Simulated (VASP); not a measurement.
Wanted: the native input for a VASP 6.6.1 run.

```yaml
Task: relaxation of cell and atoms
Functional: RPBE
Dispersion: D4
Potentials_or_basis: VASP PAW PBE potentials, release 64 (Mo_sv)
Cutoff: 600 eV
k_mesh: 12 × 12 × 12
Occupations: fermi-dirac, width 0.05 eV
Spin: no spin polarisation
Dipole_correction: no
Further_INCAR_settings: ALGO = Normal; EDIFF = 1e-06; IBRION = 2; EDIFFG = -0.01; NSW = 60; ISIF = 3
```

The structure of Mo lies in POSCAR:

```
Mo
1.0
   -1.5838089719      1.5838089719      1.5838089719
    1.5838089719     -1.5838089719      1.5838089719
    1.5838089719      1.5838089719     -1.5838089719
Mo
1
Direct
    0.0000000000      0.0000000000      0.0000000000
```

One way to write it, as run:

INCAR

```
  PREC = Accurate
  ENCUT = 600
  EDIFF = 1E-6
  ISMEAR = -1
  SIGMA = 0.05
  LREAL = False
  LASPH = True
  NELM = 80
  ALGO = Normal
  ISIF = 3
  LWAVE = False
  LCHARG = False
  GGA = RP
  IVDW = 13
  IBRION = 2
  NSW = 60
  EDIFFG = -0.01
```

KPOINTS

```
regular mesh
0
Gamma
  12 12 12
```

Potentials or basis: VASP PAW PBE potentials, release 64 (Mo_sv).

Launch:

```console
$ cat potpaw_PBE.64/Mo_sv/POTCAR > POTCAR
$ mpirun -np 1 vasp_std > vasp.out
```

Results of the run:

```yaml
Relaxed_volume: 15.37 Å³/atom
Relaxed_cell: a = 2.713 Å, b = 2.713 Å, c = 2.713 Å, α = 109.47°, β = 109.47°, γ = 109.47°
Space_group_after_relaxing_to_0.05_Å: Im-3m (No. 229)
Energy_gained_by_relaxing: 14.3 meV/atom
Ionic_steps: 4
Pressure_after_relaxing: 0.0 GPa
Band_gap_on_the_k_mesh: zero (band 7 reaches 17.00 eV, above the bottom of band 8 at 11.54 eV)
Dispersion_energy_per_atom: -1.136 eV
```

Caveat: the PAW data sets were made with another functional, which shifts forces and pressure a little; pairwise dispersion overbinds metals, which lowers pressure and volume.

Wall time 24 s on 1 thread of AMD EPYC 9R45 96-Core Processor (Zen 5) (shared host), peak memory 0.13 GiB.
